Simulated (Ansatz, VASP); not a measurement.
## Two plane-wave programs on Ag

File INCAR:

```
ALGO = Fast ; EDIFF = 1E-6
ENCUT = 520 ; GGA = PS
ISIF = 2 ; ISMEAR = 0
LASPH = T ; LCHARG = F
LREAL = F ; LWAVE = F
NBANDS = 12 ; NELM = 100
PREC = Accurate ; SIGMA = 0.15
```

Contents of KPOINTS:

```
k-points
0
Gamma
  22 22 22
```

Contents of POSCAR:

```
Ag
1.0
    0.0000000000      2.0710911495      1.9882475035
    2.0710911495      0.0000000000      1.9882475035
    2.0710911495      2.0710911495      0.0000000000
Ag
1
Direct
    0.0000000000      0.0000000000      0.0000000000
```

Input for Ansatz:

```yaml
crystal:
  lattice:
    - [0.0, 2.0710911495, 1.9882475035]
    - [2.0710911495, 0.0, 1.9882475035]
    - [2.0710911495, 2.0710911495, 0.0]
  atoms:
    - { symbol: Ag, position: [0.0, 0.0, 0.0] }
basis:
  ecutwfc: 420
kpoints:
  mp_grid: { grid: [22, 22, 22] }
hamiltonian:
  xc: pbesol
scf:
  occupations: { method: gaussian, width: 0.15 }
output:
  forces: true
  stress: true
  eigenvalues: true
```

Alike in both runs: task single point; functional PBEsol; k mesh 22 × 22 × 22; occupations gaussian, width 0.15 eV; no spin polarisation.

|  | VASP | Ansatz |
| --- | --- | --- |
| version | VASP 6.6.1 | Ansatz 0.2.0 |
| potentials or method | VASP PAW PBE potentials, release 64 (Ag), cutoff 520 eV | scalar-relativistic, plane waves, PAW |
| valence electrons in the cell | 11 | 19 |

Ansatz gave:

| Item | Value |
| --- | --- |
| gap on the k mesh at the Fermi level (eV) | none |
| pressure (GPa) | -2.6 |
| traceless stress, the component that is largest in VASP (GPa) | 0.94 |

Q: Which values does VASP return?

A: gap on the k mesh at the Fermi level (eV): none; pressure (GPa): -2.7; traceless stress, the component that is largest in VASP (GPa): 0.94.

VASP's potentials were made for PBE, not for PBEsol. A gap of «none» marks a metal or a gap that the smearing closes. The functional is the same, so the differences come from potentials, cutoffs and numerics. VASP's potentials hold 11 valence electrons a cell and Ansatz's 19, so a difference there can come from the potentials and not from the codes.
